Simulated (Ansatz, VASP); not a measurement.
# Sb in VASP and in Ansatz

```
Sb
1.0
    -3.04105    3.04246    1.62306
     3.04246   -3.04105    1.62306
     3.05929    3.05929   -1.62048
Sb
2
Direct
  0.99999 0.00001 0.00000
  0.75001 0.24999 0.50000
```

Alike in both runs: task single point; functional RPBE; k mesh 12 × 12 × 8; occupations fermi-dirac, width 0.1 eV; no spin polarisation.

```csv
,VASP,Ansatz
version,VASP 6.6.1,Ansatz 0.2.0
potentials or method,"VASP PAW PBE potentials, release 64 (Sb), cutoff 520 eV","plane waves (420 eV) with PAW, scalar-relativistic"
valence electrons in the cell,10,30
```

VASP gave:

| Item | Value |
| --- | --- |
| pressure (GPa) | -0.1 |
| traceless stress, the component that is largest in VASP (GPa) | 0.17 |

Problem. What did Ansatz give for the same quantities?

Solution. Pressure (GPa): 0.1; traceless stress, the component that is largest in VASP (GPa): 0.18.

VASP's potentials were made for PBE, not for RPBE. With one functional, cell and mesh, what is left measures potentials, basis and numerics. VASP's potentials hold 10 valence electrons a cell and Ansatz's 30, so a difference there can come from the potentials and not from the codes.

Neither program's run includes spin-orbit coupling.
